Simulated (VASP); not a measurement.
# VI (Pm-3m) in VASP: further runs

Runs on VI. Level: r2SCAN. Tasks: single point, relaxation of cell and atoms.

Program: VASP 6.6.1. These are calculated values, not measurements. Logs are shortened: lines on timing, memory, paths and dates and some standing lists are left out, and cuts for length are marked.

## (1) The cell of the first run

The structure is cubic, space group Pm-3m (No. 221). Conventional cell: a = 3.681 Å, b = 3.681 Å, c = 3.681 Å, α = 90.00°, β = 90.00°, γ = 90.00°. Within 4.2 Å of V (site symmetry m-3m) lie 8 I at 3.19 Å and 6 V at 3.68 Å. Within 4.2 Å of I (site symmetry m-3m) lie 8 V at 3.19 Å and 6 I at 3.68 Å.

## (2) Single point, r2SCAN, collinear spin, ferromagnetic start

Input file POSCAR:

```
VI
1.0
    3.6808929160      0.0000000000      0.0000000000
    0.0000000000      3.6808929160      0.0000000000
    0.0000000000      0.0000000000      3.6808929160
V I
1 1
Direct
    0.0000000000      0.0000000000      0.0000000000
    0.5000000000      0.5000000000      0.5000000000
```

Input file INCAR.step1:

```
SYSTEM = VI
  PREC = Accurate
  ENCUT = 520
  ISMEAR = 0
  SIGMA = 0.1
  LREAL = .False.
  LASPH = .True.
  NELM = 150
  ISPIN = 2
  MAGMOM = 3.9 0
  LMAXMIX = 4
  NBANDS = 21
  GGA = PE
  ALGO = Normal
  EDIFF = 1E-4
  LWAVE = .True.
  LCHARG = .False.
```

Input file INCAR.step2:

```
SYSTEM = VI
  PREC = Accurate
  ENCUT = 520
  EDIFF = 1E-6
  ISMEAR = 0
  SIGMA = 0.1
  LREAL = .False.
  LASPH = .True.
  NELM = 150
  ALGO = Normal
  ISIF = 2
  LWAVE = .False.
  LCHARG = .False.
  ISPIN = 2
  MAGMOM = 3.9 0
  LORBIT = 11
  LMAXMIX = 4
  METAGGA = R2SCAN
  LMIXTAU = .True.
  NBANDS = 21
  ISTART = 1
```

Input file KPOINTS:

```
regular mesh
0
Gamma
  4 4 4
  0 0 0
```

Potentials or basis: VASP PAW PBE potentials, release 64 (V_sv, I).

Launch:

```bash
> cat potpaw_PBE.64/V_sv/POTCAR potpaw_PBE.64/I/POTCAR > POTCAR
> cp INCAR.step1 INCAR
> mpirun -np 1 vasp_std > vasp.out
> cp INCAR.step2 INCAR
> mpirun -np 1 vasp_std > vasp.out
```

OUTCAR:

```text
SYSTEM = VI
   PREC = Accurate
   ENCUT = 520
   EDIFF = 1E-6
   ISMEAR = 0
   LREAL = .False.
   LASPH = .True.
   NELM = 150
   ISIF = 2
   ISPIN = 2
   LORBIT = 11
   METAGGA = R2SCAN
   ISTART = 1

 ion  position               nearest neighbor table
   1  0.000  0.000  0.000-   2 3.19   2 3.19   2 3.19   2 3.19   2 3.19   2 3.19   2 3.19   2 3.19

   2  0.500  0.500  0.500-   1 3.19   1 3.19   1 3.19   1 3.19   1 3.19   1 3.19   1 3.19   1 3.19

  LATTYP: Found a simple cubic cell.
 ALAT       =     3.6808929160

  Lattice vectors:

 A1 = (   3.6808929160,   0.0000000000,   0.0000000000)
 A2 = (   0.0000000000,   3.6808929160,   0.0000000000)
 A3 = (   0.0000000000,   0.0000000000,   3.6808929160)

Analysis of symmetry for initial positions (statically):
=====================================================================
 Subroutine PRICEL returns:
 Original cell was already a primitive cell.

 Routine SETGRP: Setting up the symmetry group for a
 simple cubic supercell.

 Subroutine GETGRP returns: Found 48 space group operations
 (whereof 48 operations were pure point group operations)
 out of a pool of 48 trial point group operations.

The static configuration has the point symmetry O_h .

Analysis of symmetry for dynamics (positions and initial velocities):
=====================================================================
 Subroutine PRICEL returns:
 Original cell was already a primitive cell.

 Routine SETGRP: Setting up the symmetry group for a
 simple cubic supercell.

 Subroutine GETGRP returns: Found 48 space group operations
 (whereof 48 operations were pure point group operations)
 out of a pool of 48 trial point group operations.

The dynamic configuration has the point symmetry O_h .

Analysis of structural, dynamic, and magnetic symmetry:
=====================================================================
 Subroutine PRICEL returns:
 Original cell was already a primitive cell.

 Routine SETGRP: Setting up the symmetry group for a
 simple cubic supercell.

 Subroutine GETGRP returns: Found 48 space group operations
 (whereof 48 operations were pure point group operations)
 out of a pool of 48 trial point group operations.

The overall configuration has the point symmetry O_h .

 Subroutine INISYM returns: Found 48 space group operations
 (whereof 48 operations are pure point group operations),
 and found     1 'primitive' translations

----------------------------------------------------------------------------------------

                                     Primitive cell

  volume of cell :      49.8723

  direct lattice vectors                    reciprocal lattice vectors
     3.680892916  0.000000000  0.000000000     0.271673212  0.000000000  0.000000000
     0.000000000  3.680892916  0.000000000     0.000000000  0.271673212  0.000000000
     0.000000000  0.000000000  3.680892916     0.000000000  0.000000000  0.271673212

  length of vectors
     3.680892916  3.680892916  3.680892916     0.271673212  0.271673212  0.271673212

  position of ions in fractional coordinates (direct lattice)
     0.000000000  0.000000000  0.000000000
     0.500000000  0.500000000  0.500000000

  ion indices of the primitive-cell ions
   primitive index   ion index
                 1           1
                 2           2

----------------------------------------------------------------------------------------

 KPOINTS: regular mesh

Automatic generation of k-mesh.
 Grid dimensions read from file:
 generate k-points for:    4    4    4

 Generating k-lattice:

  Cartesian coordinates                     Fractional coordinates (reciprocal lattice)
     0.067918303  0.000000000  0.000000000     0.250000000  0.000000000  0.000000000
     0.000000000  0.067918303  0.000000000     0.000000000  0.250000000  0.000000000
     0.000000000  0.000000000  0.067918303     0.000000000  0.000000000  0.250000000

  Length of vectors
     0.067918303  0.067918303  0.067918303

  Shift w.r.t. Gamma in fractional coordinates (k-lattice)
     0.000000000  0.000000000  0.000000000

 Subroutine IBZKPT returns following result:
 ===========================================

 Found     10 irreducible k-points:

 Following reciprocal coordinates:
            Coordinates               Weight
  0.000000  0.000000  0.000000      1.000000
  0.250000  0.000000  0.000000      6.000000
  0.500000  0.000000  0.000000      3.000000
  0.250000  0.250000  0.000000     12.000000
  0.500000  0.250000  0.000000     12.000000
  0.500000  0.500000  0.000000      3.000000
  0.250000  0.250000  0.250000      8.000000
  0.500000  0.250000  0.250000     12.000000
  0.500000  0.500000  0.250000      6.000000
  0.500000  0.500000  0.500000      1.000000
   k-points           NKPTS =     10   k-points in BZ     NKDIM =     10   number of bands    NBANDS=     21
   number of dos      NEDOS =    301   number of ions     NIONS =      2
   total plane-waves  NPLWV =  21952
   dimension x,y,z NGX =    28 NGY =   28 NGZ =   28
   dimension x,y,z NGXF=    56 NGYF=   56 NGZF=   56
   ions per type =               1   1
   NGX,Y,Z   is equivalent  to a cutoff of  12.65, 12.65, 12.65 a.u.
   NGXF,Y,Z  is equivalent  to a cutoff of  25.29, 25.29, 25.29 a.u.
 SYSTEM =  VI
   PREC   = accura    normal or accurate (medium, high low for compatibility)
   ISTART =      1    job   : 0-new  1-cont  2-samecut
   ICHARG =      0    charge: 1-file 2-atom 10-const
   ISPIN  =      2    spin polarized calculation?
   LNONCOLLINEAR =      F non collinear calculations
   LSORBIT =      F    spin-orbit coupling
   LASPH  =      T    aspherical Exc in radial PAW
   ENCUT  =  520.0 eV  38.22 Ry    6.18 a.u.   6.84  6.84  6.84*2*pi/ulx,y,z
   NELM   =    150;   NELMIN=  2; NELMDL=  0     # of ELM steps
   EDIFF  = 0.1E-05   stopping-criterion for ELM
   LREAL  =      F    real-space projection
   EDIFFG = 0.1E-04   stopping-criterion for IOM
   NSW    =      0    number of steps for IOM
   IBRION =     -1    ionic relax: 0-MD 1-quasi-New 2-CG
   NFREE  =      0    steps in history (QN), initial steepest desc. (CG)
   ISIF   =      2    stress and relaxation
   ISYM   =      2    0-nonsym 1-usesym 2-fastsym
   POTIM  = 0.5000    time-step for ionic-motion
   TEBEG  =    0.0;   TEEND  =   0.0 temperature during run
   PSTRESS=    0.0 pullay stress
   NELECT =      20.0000    total number of electrons
   NUPDOWN=      -1.0000    fix difference up-down
   EMIN   =  10.00;   EMAX   =-10.00  energy-range for DOS
   EFERMI =   0.00;   METHOD = LEGACY
   ISMEAR =     0;   SIGMA  =   0.10  broadening in eV -4-tet -1-fermi 0-gaus
   EFERMI_NEDOS =   21; number of points for ismear=-14 and -15
   IALGO  =     38    algorithm
   IMIX   =      4    mixing-type and parameters
     AMIX     =   0.40;   BMIX     =  1.00
     AMIX_MAG =   1.60;   BMIX_MAG =  1.00
  volume/ion in A,a.u.               =      24.94       168.28
  Fermi-wavevector in a.u.,A,eV,Ry     =   1.207253  2.281377 19.829946  1.457460
  Thomas-Fermi vector in A             =   2.342896
   LORBIT       =     11    0 simple, 1 ext, 2 COOP (PROOUT), +10 PAW based schemes
   METAGGA = R2SCAN    functional components
   LHFCALC =     F    Hartree Fock is set to
   AEXX    =    0.0000 exact exchange contribution
   IVDW    =     0    specifies the selected vdW correction
   LEPSILON=     F    determine dielectric tensor
   LRPA    =     F    only Hartree local field effects (RPA)
 spin polarized calculation
 Gauss-broadening in eV      SIGMA  =   0.10
  energy-cutoff  :      520.00
  volume of cell :       49.87
 maximum number of plane-waves:      1376
 NGX is ok and might be reduce to    28
   NGX = 13   NGY = 13   NGZ = 13

 number of electron      20.0000016 magnetization       3.9063179

 Free energy of the ion-electron system (eV)
  ---------------------------------------------------
  ext. energy  EPLUGINS =         0.00000000
  ---------------------------------------------------
  free energy    TOTEN  =       -37.79834608 eV

  energy without entropy =      -37.78364934  energy(sigma->0) =      -37.79099771

 E-fermi :   8.2287     XC(G=0): -10.5732

 val. band max:        8.0009525745   @ k =   0.5000   0.2500   0.2500
 cond. band min:       8.2615756504   @ k =   0.2500   0.2500   0.2500
 fundamental gap:      0.2606230759
 Fermi energy:         8.2286616320

 spin component 1

 k-point     1 :       0.0000    0.0000    0.0000
  band No.  band energies     occupation
      1     -59.4510      1.00000
      2     -32.2989      1.00000
      3     -32.2989      1.00000
      4     -32.2989      1.00000
      5      -8.0147      1.00000
      6       4.4952      1.00000
[... 13 lines left out ...]
     20      20.3781      0.00000
     21      20.3781      0.00000

 k-point     2 :       0.2500    0.0000    0.0000
  band No.  band energies     occupation
      1     -59.4505      1.00000
      2     -32.3082      1.00000
      3     -32.2981      1.00000
      4     -32.2981      1.00000
      5      -7.6598      1.00000
      6       1.6990      1.00000
[... 13 lines left out ...]
     20      18.7508      0.00000
     21      20.2275      0.00000

 k-point     3 :       0.5000    0.0000    0.0000
  band No.  band energies     occupation
      1     -59.4500      1.00000
      2     -32.3175      1.00000
      3     -32.2973      1.00000
      4     -32.2973      1.00000
      5      -7.2272      1.00000
      6       0.0405      1.00000
[... 13 lines left out ...]
     20      20.0703      0.00000
     21      22.6188      0.00000
[... 121 lines left out ...]
 k-point     9 :       0.5000    0.5000    0.2500
  band No.  band energies     occupation
      1     -59.4487      1.00000
      2     -32.3144      1.00000
      3     -32.3144      1.00000
      4     -32.3047      1.00000
      5      -6.3380      1.00000
      6       1.5854      1.00000
[... 13 lines left out ...]
     20      21.3671      0.00000
     21      23.4194      0.00000

 k-point    10 :       0.5000    0.5000    0.5000
  band No.  band energies     occupation
      1     -59.4482      1.00000
      2     -32.3134      1.00000
      3     -32.3134      1.00000
      4     -32.3134      1.00000
      5      -5.9723      1.00000
      6       1.7668      1.00000
[... 13 lines left out ...]
     20      23.9766      0.00000
     21      24.0880      0.00000
 Fermi energy:         8.2286616320

 spin component 2

 k-point     1 :       0.0000    0.0000    0.0000
  band No.  band energies     occupation
      1     -55.5198      1.00000
      2     -28.3364      1.00000
      3     -28.3364      1.00000
      4     -28.3364      1.00000
      5      -8.0084      1.00000
      6       4.5769      1.00000
[... 13 lines left out ...]
     20      20.8481      0.00000
     21      20.8481      0.00000

 k-point     2 :       0.2500    0.0000    0.0000
  band No.  band energies     occupation
      1     -55.5193      1.00000
      2     -28.3462      1.00000
      3     -28.3354      1.00000
      4     -28.3354      1.00000
      5      -7.6832      1.00000
      6       2.1872      1.00000
[... 13 lines left out ...]
     20      20.3143      0.00000
     21      20.5434      0.00000

 k-point     3 :       0.5000    0.0000    0.0000
  band No.  band energies     occupation
      1     -55.5189      1.00000
      2     -28.3560      1.00000
      3     -28.3344      1.00000
      4     -28.3344      1.00000
      5      -7.2962      1.00000
      6       0.6040      1.00000
[... 13 lines left out ...]
     20      20.2392      0.00000
     21      23.2224      0.00000
[... 121 lines left out ...]
 k-point     9 :       0.5000    0.5000    0.2500
  band No.  band energies     occupation
      1     -55.5176      1.00000
      2     -28.3519      1.00000
      3     -28.3519      1.00000
      4     -28.3417      1.00000
      5      -6.4276      1.00000
      6       1.8088      1.00000
[... 13 lines left out ...]
     20      22.4611      0.00000
     21      23.6923      0.00000

 k-point    10 :       0.5000    0.5000    0.5000
  band No.  band energies     occupation
      1     -55.5172      1.00000
      2     -28.3506      1.00000
      3     -28.3506      1.00000
      4     -28.3506      1.00000
      5      -6.0765      1.00000
      6       2.0253      1.00000
[... 13 lines left out ...]
     20      24.4529      0.00000
     21      24.4529      0.00000

------------------------ aborting loop because EDIFF is reached ----------------------------------------

  FORCE on cell =-STRESS in cart. coord.  units (eV):
  Direction    XX          YY          ZZ          XY          YZ          ZX
  --------------------------------------------------------------------------------------
  -------------------------------------------------------------------------------------
  Total       -0.0005136     -0.0005136     -0.0005136     -0.0000000     -0.0000000     -0.0000000
  in kB       -0.0165000     -0.0165000     -0.0165000     -0.0000000     -0.0000000     -0.0000000
  external PRESSURE =      -0.0165000 kB  Pullay stress =       0.0000000 kB

 VOLUME and BASIS-vectors are now :
 -----------------------------------------------------------------------------
  energy-cutoff  :      520.00
  volume of cell :       49.87
      direct lattice vectors                 reciprocal lattice vectors
     3.680892916  0.000000000  0.000000000     0.271673212  0.000000000  0.000000000
     0.000000000  3.680892916  0.000000000     0.000000000  0.271673212  0.000000000
     0.000000000  0.000000000  3.680892916     0.000000000  0.000000000  0.271673212

 POSITION                                       TOTAL-FORCE (eV/Angst)
 -----------------------------------------------------------------------------------
      0.00000      0.00000      0.00000         0.000000      0.000000      0.000000
      1.84045      1.84045      1.84045         0.000000      0.000000      0.000000
 -----------------------------------------------------------------------------------
    total drift:                               -0.000000      0.000000     -0.000000

  FREE ENERGIE OF THE ION-ELECTRON SYSTEM (eV)
  ---------------------------------------------------
  free  energy   TOTEN  =       -37.7983460817 eV

  energy  without entropy=      -37.7836493406  energy(sigma->0) =      -37.79099771

 total charge

# of ion       s       p       d       tot
------------------------------------------
    1        2.114   6.031   3.235  11.381
    2        1.526   2.771   0.059   4.356
--------------------------------------------------
tot          3.640   8.802   3.294  15.736

 magnetization (x)

# of ion       s       p       d       tot
------------------------------------------
    1        0.057   0.029   3.103   3.188
    2        0.023  -0.124   0.040  -0.061
--------------------------------------------------
tot          0.080  -0.095   3.142   3.127
```

Run time: 2.1 min. Hardware: 1 thread of Oxide Virtual Turin-like, shared host; peak memory 0.16 GiB.

Results:

```yaml
Free_energy: -37.7983 eV
Pressure: 0.0 GPa
Net_moment: 3.91 μB per cell
Site_moments: V +3.19; I -0.06 μB
Valence_electrons_inside_the_program's_atomic_spheres: V 11.38; I 4.36
```

Levels at points of the mesh, in eV from the Fermi level:
Spin up:
```csv
k point,band 8,band 9,band 10,band 11,band 12,band 13,band 14,band 15,band 16,band 17
"(0.00, 0.00, 0.00)",-3.73,-2.30,-2.30,-0.79,-0.38,-0.38,-0.38,5.04,5.04,10.28
"(0.50, 0.00, 0.00)",-3.78,-1.89,-0.39,-0.30,0.68,0.68,2.11,4.29,4.51,5.23
"(0.50, 0.50, 0.00)",-2.82,-2.48,-0.92,-0.92,-0.69,-0.28,0.57,6.10,6.10,6.75
"(0.50, 0.50, 0.50)",-6.46,-0.25,-0.25,0.24,0.24,0.24,0.81,0.81,0.81,3.21
```
Spin down:
```
           k point  band 6  band 7  band 8  band 9  band 10  band 11
(0.00, 0.00, 0.00)   -3.65   -3.65   -3.65    0.76     0.76     1.35
(0.50, 0.00, 0.00)   -7.62   -3.39   -3.39    1.88     3.34     3.52
(0.50, 0.50, 0.00)   -6.62   -6.62   -2.55   -0.40     2.24     2.24
(0.50, 0.50, 0.50)   -6.20   -6.20   -6.20    1.65     1.65     1.65
```

Caveat: the k points lie up to 0.43 Å⁻¹ apart; the PAW data sets were made with another functional, which shifts forces and pressure a little; spin-orbit coupling is left out, which moves the levels of the heavy elements; semilocal functionals often make such compounds metallic where correlation or magnetic order opens a gap, which also shifts bond lengths.

## (3) Single point, r2SCAN, collinear spin, ferromagnetic start

This run uses another cell than the first one, of 24.66 Å³/atom.

Input file POSCAR:

```
VI
1.0
    3.6671527739      0.0000000000      0.0000000000
    0.0000000000      3.6671527739      0.0000000000
    0.0000000000      0.0000000000      3.6671527739
V I
1 1
Direct
    0.0000000000      0.0000000000      0.0000000000
    0.5000000000      0.5000000000      0.5000000000
```

Input file INCAR.step1:

```
PREC = Accurate
ENCUT = 520
ISMEAR = 0
SIGMA = 0.1
LREAL = False
LASPH = True
NELM = 150
ISPIN = 2
MAGMOM = 3.76 0
LMAXMIX = 4
NBANDS = 21
GGA = PE
ALGO = Normal
EDIFF = 1E-4
LWAVE = True
LCHARG = False
```

Input file INCAR.step2:

```
PREC = Accurate
ENCUT = 520
EDIFF = 1E-6
ISMEAR = 0
SIGMA = 0.1
LREAL = False
LASPH = True
NELM = 150
ALGO = Normal
ISIF = 2
LWAVE = False
LCHARG = False
ISPIN = 2
MAGMOM = 3.76 0
LORBIT = 11
LMAXMIX = 4
METAGGA = R2SCAN
LMIXTAU = True
NBANDS = 21
ISTART = 1
```

Input file KPOINTS:

```
Automatic mesh
0
Gamma
  6 6 6
```

Potentials or basis: VASP PAW PBE potentials, release 64 (V_sv, I).

Launch:

```bash
> cat potpaw_PBE.64/V_sv/POTCAR potpaw_PBE.64/I/POTCAR > POTCAR
> cp INCAR.step1 INCAR
> mpirun -np 1 vasp_std > vasp.out
> cp INCAR.step2 INCAR
> mpirun -np 1 vasp_std > vasp.out
```

Wall time 4.4 min (1 thread of Oxide Virtual Turin-like, shared host); peak memory 0.17 GiB.

It converged, with:

```
Free energy                                           : -37.8423 eV
Pressure                                              : 0.0 GPa
Band gap on the k mesh                                : zero (filled and empty bands overlap)
Net moment                                            : 3.96 μB per cell
Site moments                                          : V +3.20; I -0.06 μB
Valence electrons inside the program's atomic spheres : V 11.39; I 4.35
```

Levels at points of the mesh, in eV from the Fermi level:
Spin up:
| k point | band 9 | band 10 | band 11 | band 12 | band 13 | band 14 | band 15 | band 16 |
| --- | --- | --- | --- | --- | --- | --- | --- | --- |
| (0.00, 0.00, 0.00) | -2.21 | -2.21 | -0.65 | -0.30 | -0.30 | -0.30 | 5.16 | 5.16 |
| (0.50, 0.00, 0.00) | -1.79 | -0.24 | -0.22 | 0.80 | 0.80 | 2.23 | 4.47 | 4.58 |
| (0.50, 0.50, 0.00) | -2.39 | -0.86 | -0.86 | -0.60 | -0.13 | 0.71 | 6.24 | 6.24 |
| (0.50, 0.50, 0.50) | -0.10 | -0.10 | 0.29 | 0.29 | 0.29 | 0.92 | 0.92 | 0.92 |
Spin down:
```
           k point  band 5  band 6  band 7  band 8  band 9  band 10  band 11  band 12
(0.00, 0.00, 0.00)  -16.21   -3.56   -3.56   -3.56    0.83     0.83     1.54     3.31
(0.50, 0.00, 0.00)  -15.48   -7.59   -3.30   -3.30    1.97     3.47     3.68     3.94
(0.50, 0.50, 0.00)  -14.90   -6.57   -6.57   -2.44   -0.31     2.36     2.36     2.49
(0.50, 0.50, 0.50)  -14.23   -6.16   -6.16   -6.16    1.76     1.76     1.76     4.27
```

Caveat: the PAW data sets were made with another functional, which shifts forces and pressure a little; spin-orbit coupling is left out, which moves the levels of the heavy elements; semilocal functionals often make such compounds metallic where correlation or magnetic order opens a gap, which also shifts bond lengths.

(Continued in part 2 of 3.)

The gap in the log of VASP goes by the Fermi energy; the results here count the filled bands.